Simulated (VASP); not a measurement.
## TaN: single point with PBE

The system is TaN.

```
CELL_PARAMETERS angstrom
5.19600 0.00000 0.00000
-2.59800 4.49987 0.00000
0.00000 0.00000 2.91100
ATOMIC_POSITIONS crystal
Ta 0.00000 0.00000 0.00000
Ta 0.66667 0.33333 0.50000
Ta 0.33333 0.66667 0.50000
N 0.00000 0.39285 0.00000
N 0.60715 0.60715 0.00000
N 0.39285 0.00000 0.00000
```

* Program: VASP 6.6.1
* Task: single point
* Functional: PBE
* Potentials or basis: VASP PAW PBE potentials, release 64 (Ta_pv, N)
* Cutoff: 520 eV
* k mesh: 6 × 6 × 9
* Occupations: gaussian, width 0.011 eV
* Spin: no spin polarisation
* Dipole correction: no
* Further INCAR settings: ALGO = Normal; EDIFF = 1e-06; NBANDS = 33

```json
{"Pressure": "5.7 GPa", "Largest force": "0.063 eV/Å", "Band gap on the k mesh": "zero (band 24 reaches 10.07 eV, above the bottom of band 25 at 7.00 eV)"}
```

Forces on the atoms (eV/Å):
```
Ta   0.000  0.000  0.000
Ta   0.000  0.000  0.000
Ta   0.000  0.000  0.000
N   -0.031  0.054  0.000
N   -0.031 -0.054  0.000
N    0.063  0.000  0.000
```

Stress tensor (GPa, compression positive):
```
5.69 0.00 0.00
0.00 5.69 0.00
0.00 0.00 5.61
```

Levels at points of the mesh, in eV from the Fermi level:
```tsv
k point	band 22	band 23	band 24	band 25	band 26	band 27
(0.00, 0.00, 0.00)	-3.31	-1.89	-0.89	-0.89	0.62	0.62
(0.50, 0.00, 0.00)	-3.85	-2.81	-2.60	1.23	1.84	1.95
```

Wall time 92 s on 1 thread of Intel(R) Xeon(R) Platinum 8375C CPU @ 2.90GHz (Ice Lake) (shared host), peak memory 0.22 GiB.

Caveat: spin-orbit coupling is left out, which moves the levels of the heavy elements.
